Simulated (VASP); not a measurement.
## SiTe2: single point with LDA

Crystal: SiTe2.

```
Si Te
1.0
     0.00000    3.19633    3.19633
     3.19633    0.00000    3.19633
     3.19633    3.19633    0.00000
Si Te
1 2
Direct
  0.00000 0.00000 0.00000
  0.25000 0.25000 0.25000
  0.75000 0.75000 0.75000
```

```
Program                : VASP 6.6.1
Task                   : single point
Functional             : LDA
Potentials or basis    : VASP PAW LDA potentials, release 64 (Si, Te)
Cutoff                 : 500 eV
k mesh                 : 4 × 4 × 4
Occupations            : fermi-dirac, width 0.02 eV
Spin                   : no spin polarisation
Dipole correction      : no
Further INCAR settings : ALGO = Normal; EDIFF = 1e-06; NBANDS = 15
```

```json
{
  "Pressure": "15.2 GPa",
  "Band gap on the k mesh": "zero (bands 8 and 9 overlap by 3.58 eV)"
}
```

Levels at points of the mesh, in eV from the Fermi level:
```tsv
k point	band 4	band 5	band 6	band 7	band 8	band 9	band 10	band 11	band 12	band 13
(0.00, 0.00, 0.00)	-4.83	-4.83	-3.86	-3.00	-3.00	-3.00	0.94	0.94	0.94	3.21
(0.50, 0.00, 0.00)	-5.15	-5.15	-3.76	-3.76	-3.40	1.51	2.91	2.91	3.84	5.03
(0.50, 0.50, 0.00)	-7.16	-7.16	-3.43	0.58	0.58	2.45	2.48	3.84	3.84	5.59
```

Wall time 8.4 s on 1 thread of Intel(R) Xeon(R) Platinum 8488C (Sapphire Rapids), on a shared host, peak memory 0.16 GiB.

Caveat: the k points lie up to 0.43 Å⁻¹ apart, too coarse for converged energies and pressures of a metal; spin-orbit coupling is left out, which moves the levels of the heavy elements.
